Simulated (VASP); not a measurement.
O, 2 atoms in the cell. The structure is monoclinic, space group C2/m (No. 12). The conventional cell has a = 5.815 Å, b = 3.390 Å, c = 4.448 Å, α = 90.00°, β = 123.29°, γ = 90.00°. O (site symmetry m) has 1 O at 1.25 Å within 1.7 Å. 

```yaml
Program: VASP 6.6.1
Task: single point
Functional: PBEsol
Potentials_or_basis: VASP PAW PBE potentials, release 64 (O)
Cutoff: 520 eV
k_mesh: 10 × 10 × 7
Occupations: fermi-dirac, width 0.05 eV
Spin: no spin polarisation
Dipole_correction: no
Further_INCAR_settings: ALGO = Fast; EDIFF = 1e-06; NBANDS = 13
```

Potentials or basis: VASP PAW PBE potentials, release 64 (O).

Launch:

```console
$ cat potpaw_PBE.64/O/POTCAR > POTCAR
$ mpirun -np 1 vasp_std > vasp.out
```

Hardware: 1 thread of Oxide Virtual Turin-like Processor, with other jobs on the host.

Question: How long does it take, and how much memory?

Answer: It took 54 s on 1 thread of Oxide Virtual Turin-like Processor, with other jobs on the host, peak memory 0.17 GiB. Counts: scf iterations 12, k points 196.
